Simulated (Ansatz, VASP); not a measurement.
**One calculation of FeSi, two programs**

INCAR

```
ALGO = Normal
EDIFF = 1E-6
EDIFFG = -0.01
ENCUT = 600
GGA = PE
IBRION = 2
ISIF = 3
ISMEAR = 0
ISPIN = 2
LASPH = T
LCHARG = F
LMAXMIX = 4
LORBIT = 11
LREAL = F
LWAVE = F
MAGMOM = 1.14 0
NELM = 150
NSW = 100
PREC = Accurate
SIGMA = 0.1
```

File KPOINTS:

```
k-points
0
Gamma
  14 14 14
```

The input POSCAR:

```
FeSi
1.0
    0.0000000000      2.5791665720      2.5791665720
    2.5791665720      0.0000000000      2.5791665720
    2.5791665720      2.5791665720      0.0000000000
Fe Si
1 1
Direct
    0.0000000000      0.0000000000      0.0000000000
    0.2500000000      0.2500000000      0.2500000000
```

Input for Ansatz:

```yaml
crystal:
  lattice:
    - [0.0, 2.579166572, 2.579166572]
    - [2.579166572, 0.0, 2.579166572]
    - [2.579166572, 2.579166572, 0.0]
  atoms:
    - { symbol: Fe, position: [0.0, 0.0, 0.0], spin: 1.14 }
    - { symbol: Si, position: [0.25, 0.25, 0.25] }
basis:
  ecutwfc: 420
kpoints:
  mp_grid: { grid: [14, 14, 14] }
hamiltonian:
  xc: pbe
scf:
  occupations: { method: gaussian, width: 0.1 }
output:
  forces: true
  stress: true
  eigenvalues: true
  populations: true
  write_density: true
  write_potential: true
  elf: true
  volumetric_format: npy
magnetization:
  spin_polarized: true
relax:
  adjacent_minimum: "off"
  f_tol: 0.01
  max_steps: 80
  cell: { stress_tol: 0.05 }
```

Alike in both runs: task relaxation of cell and atoms; functional PBE; k mesh 14 × 14 × 14; occupations gaussian, width 0.1 eV; collinear spin.

```csv
,VASP,Ansatz
version,VASP 6.6.1,Ansatz 0.2.0
potentials or method,"VASP PAW PBE potentials, release 64 (Fe, Si), cutoff 600 eV","scalar-relativistic, plane waves, PAW"
valence electrons in the cell,12,20
```

|  | VASP | Ansatz | Ansatz less VASP |
| --- | --- | --- | --- |
| gap on the k mesh at the Fermi level, each at its own relaxed structure (eV) | none | none | - |
| net moment per atom (μB) | 0.55 | 0.56 | +0.006 |
| size of the moment on the site where the two differ most (μB) | 1.26 | 1.21 | -0.045 |
| relaxed volume (Å³/atom) | 17.33 | 17.33 | -0.004 |
| relaxed length of the cell vector where the two differ most in proportion (Å) | 3.660 | 3.660 | -0.0003 |

Site moments also hang on the region over which each program counts them. A gap of «none» marks a metal or a gap that the smearing closes. VASP's potentials hold 12 valence electrons a cell and Ansatz's 20, so a difference there can come from the potentials and not from the codes.
